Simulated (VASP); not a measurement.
Crystal: HfO2.

```
Hf O
1.0
     5.21946    0.00000    0.00000
     0.00000    5.00476    0.00000
     0.00000    0.00000    5.03269
Hf O
4 8
Direct
  0.03301 0.26748 0.24144
  0.46699 0.26748 0.74144
  0.53301 0.73252 0.24144
  0.96699 0.73252 0.74144
  0.36787 0.07135 0.37927
  0.13213 0.07135 0.87927
  0.73395 0.46012 0.49229
  0.76605 0.46012 0.99229
  0.26605 0.53988 0.99229
  0.23395 0.53988 0.49229
  0.86787 0.92865 0.37927
  0.63213 0.92865 0.87927
```

```yaml
Program: VASP 6.6.1
Task: relaxation of cell and atoms
Functional: PBE
Potentials_or_basis: VASP PAW PBE potentials, release 64 (Hf_pv, O)
Cutoff: 600 eV
k_mesh: 4 × 4 × 4
Occupations: gaussian, width 0.01 eV
Spin: no spin polarisation
```

At the start: pressure 6.1 GPa; volume 10.96 Å³/atom.

Problem. How do energy, volume and symmetry change on relaxing?

Solution. Over 26 steps the energy falls by 5.2 meV/atom and the volume is 11.24 Å³/atom (+2.6 %); space group Pca2_1 (No. 29, to 0.1 Å) before and after.

The path:
| step | energy change (eV) | largest force (eV/Å) | pressure (GPa) | volume (Å³) |
| --- | --- | --- | --- | --- |
| 1 | 0.0000 | 0.0681 | 6.08 | 131.46 |
| 2 | 0.0779 | 0.2334 | -8.34 | 139.53 |
| 3 | -0.0575 | 0.0782 | -0.04 | 134.58 |
| 4 | -0.0575 | 0.0762 | 0.07 | 134.51 |
| 5 | -0.0583 | 0.0553 | 0.07 | 134.58 |
| 6 | -0.0583 | 0.0487 | 0.07 | 134.57 |
| 7 | -0.0590 | 0.0325 | -0.07 | 134.68 |
| 8 | -0.0594 | 0.0497 | -0.32 | 134.90 |
| 9 | -0.0598 | 0.0533 | -0.16 | 134.84 |
| 10 | -0.0601 | 0.0609 | 0.11 | 134.74 |
| 11 | -0.0602 | 0.0630 | 0.19 | 134.71 |
| 12 | -0.0606 | 0.0461 | 0.11 | 134.77 |
| 13 | -0.0611 | 0.0330 | -0.06 | 134.91 |
| 14 | -0.0613 | 0.0226 | -0.04 | 134.90 |
| 15 | -0.0615 | 0.0256 | -0.02 | 134.90 |
| 16 | -0.0615 | 0.0368 | -0.01 | 134.89 |
| 17 | -0.0617 | 0.0112 | 0.04 | 134.88 |
| 18 | -0.0617 | 0.0116 | 0.06 | 134.87 |
| 19 | -0.0617 | 0.0091 | -0.06 | 134.94 |
| 20 | -0.0617 | 0.0089 | -0.08 | 134.95 |
| 21 | -0.0618 | 0.0058 | -0.02 | 134.92 |
| 22 | -0.0618 | 0.0063 | -0.01 | 134.91 |
| 23 | -0.0618 | 0.0066 | -0.01 | 134.91 |
| 24 | -0.0618 | 0.0042 | 0.02 | 134.90 |
| 25 | -0.0618 | 0.0054 | 0.04 | 134.89 |
| 26 | -0.0618 | 0.0019 | -0.02 | 134.92 |

Final structure:
```yaml
crystal:
  lattice:
    - [5.26626, 0.00000, 0.00000]
    - [0.00000, 5.04628, 0.00000]
    - [0.00000, 0.00000, 5.07699]
  atoms:
    - { symbol: Hf, position: [0.03302, 0.26666, 0.24007] }
    - { symbol: Hf, position: [0.46698, 0.26666, 0.74007] }
    - { symbol: Hf, position: [0.53302, 0.73334, 0.24007] }
    - { symbol: Hf, position: [0.96698, 0.73334, 0.74007] }
    - { symbol: O, position: [0.36560, 0.06824, 0.38262] }
    - { symbol: O, position: [0.13440, 0.06824, 0.88262] }
    - { symbol: O, position: [0.73047, 0.46226, 0.49031] }
    - { symbol: O, position: [0.76953, 0.46226, 0.99031] }
    - { symbol: O, position: [0.26953, 0.53774, 0.99031] }
    - { symbol: O, position: [0.23047, 0.53774, 0.49031] }
    - { symbol: O, position: [0.86560, 0.93176, 0.38262] }
    - { symbol: O, position: [0.63440, 0.93176, 0.88262] }
```
